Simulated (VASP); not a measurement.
Wanted: the native input for a VASP 6.6.1 run.

```
Task                   : single point
Functional             : LDA
Potentials or basis    : VASP PAW LDA potentials, release 64 (C)
Cutoff                 : 520 eV
k mesh                 : 10 × 7 × 1
Occupations            : fermi-dirac, width 0.02 eV
Spin                   : no spin polarisation
Dipole correction      : yes
Further INCAR settings : ALGO = Normal; EDIFF = 1e-06; NBANDS = 16
```

The structure of C lies in POSCAR:

```
C
1.0
    2.4973051744      0.0000000000      0.0000000000
    0.0000000000      3.5317228470      0.0000000000
    0.0000000000      0.0000000000     17.2487000000
C
4
Direct
    0.0000000000      0.3750000000      0.4638044436
    0.5000000000      0.1250000000      0.4638044436
    0.5000000000      0.8750000000      0.5361955564
    0.0000000000      0.6250000000      0.5361955564
```

One way to write it, as run:

INCAR

```
ALGO = Normal
DIPOL = 0.5 0.5 0.500
EDIFF = 1E-6
ENCUT = 520
IDIPOL = 3
ISIF = 2
ISMEAR = -1
LASPH = True
LCHARG = False
LDIPOL = True
LREAL = False
LWAVE = False
NBANDS = 16
NELM = 80
PREC = Accurate
SIGMA = 0.02
```

KPOINTS

```
k-points
0
Gamma
  10 7 1
```

Potentials or basis: VASP PAW LDA potentials, release 64 (C).

The run is started by

```sh
$ cat potpaw_LDA.64/C/POTCAR > POTCAR
$ mpirun -np 1 vasp_std > vasp.out
```

Results of the run:

```json
{"Largest force": "4.651 eV/Å"}
```

Wall time 44 s on 1 thread of Intel(R) Xeon(R) Platinum 8488C (Sapphire Rapids) (shared host), peak memory 0.21 GiB.
